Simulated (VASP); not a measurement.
Wanted: the native input for a VASP 6.6.1 run.

```
Task                   : relaxation of cell and atoms
Functional             : PBE
Potentials or basis    : VASP PAW PBE potentials, release 64 (Al)
Cutoff                 : 600 eV
k mesh                 : 18 × 18 × 4
Occupations            : gaussian, width 0.1 eV
Spin                   : no spin polarisation
Dipole correction      : no
Further INCAR settings : ALGO = Fast; EDIFF = 1e-06; IBRION = 2; EDIFFG = -0.01; NSW = 100; ISIF = 3
```

The structure of Al lies in POSCAR:

```
Al
1.0
    2.8684366900      0.0000000000      0.0000000000
   -1.4342183400      2.4841390400      0.0000000000
    0.0000000000      0.0000000000     13.9427271600
Al
6
Direct
    0.0000000000      0.0000000000      0.0000000000
    0.6666666700      0.3333333300      0.8353336500
    0.0000000000      0.0000000000      0.6676422400
    0.6666666700      0.3333333300      0.5000000000
    0.0000000000      0.0000000000      0.3323577600
    0.6666666700      0.3333333300      0.1646663500
```

The input as run:

INCAR

```
PREC     = Accurate       # precision mode
ENCUT    = 600            # plane-wave cutoff, eV
EDIFF    = 1E-6           # SCF threshold, eV
ISMEAR   = 0              # smearing method
SIGMA    = 0.1            # smearing width, eV
LREAL    = False          # projectors in reciprocal space
LASPH    = True           # aspherical terms in the spheres
NELM     = 100            # most SCF steps
ALGO     = Fast           # electronic algorithm
ISIF     = 3              # what is computed and relaxed
LWAVE    = False          # write WAVECAR
LCHARG   = False          # write CHGCAR
GGA      = PE             # functional
IBRION   = 2              # ionic algorithm
NSW      = 100            # ionic steps
EDIFFG   = -0.01          # ionic threshold
```

KPOINTS

```
Automatic mesh
0
Gamma
  18 18 4
```

Potentials or basis: VASP PAW PBE potentials, release 64 (Al).

The run is started by

```console
$ cat potpaw_PBE.64/Al/POTCAR > POTCAR
$ mpirun -np 1 vasp_std > vasp.out
```

Results of the run:

```json
{
 "Relaxed volume": "16.63 Å³/atom",
 "Relaxed cell": "a = 2.856 Å, b = 2.856 Å, c = 14.131 Å, α = 90.00°, β = 90.00°, γ = 120.00°",
 "Space group after relaxing (to 0.05 Å)": "P6_3/mmc (No. 194)",
 "Energy gained by relaxing": "1.6 meV/atom",
 "Ionic steps": "13",
 "Pressure after relaxing": "0.0 GPa"
}
```

Run time: 10 min on 1 thread of AMD EPYC 9R45 96-Core Processor (Zen 5), with other jobs on the host, peak memory 0.3 GiB.
